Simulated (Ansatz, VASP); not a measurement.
## Two plane-wave programs on Mg

```
CELL_PARAMETERS angstrom
-1.80276 1.80276 1.80276
1.80276 -1.80276 1.80276
1.80276 1.80276 -1.80276
ATOMIC_POSITIONS crystal
Mg 0.00000 0.00000 0.00000
```

Alike in both runs: task single point; functional r2SCAN; k mesh 18 × 18 × 18; occupations gaussian, width 0.05 eV; no spin polarisation.

|  | VASP | Ansatz |
| --- | --- | --- |
| version | VASP 6.6.1 | Ansatz 0.2.0 |
| potentials or method | VASP PAW PBE potentials, release 64 (Mg), cutoff 520 eV | scalar-relativistic, plane waves, PAW |
| valence electrons in the cell | 2 | 10 |

|  | VASP | Ansatz | Ansatz less VASP |
| --- | --- | --- | --- |
| gap on the k mesh at the Fermi level (eV) | none | none | - |
| pressure (GPa) | -1.7 | -1.4 | +0.25 |

VASP's potentials were made for PBE, not for r2SCAN. A gap of «none» marks a metal or a gap that the smearing closes. VASP's potentials hold 2 valence electrons a cell and Ansatz's 10, so a difference there can come from the potentials and not from the codes.
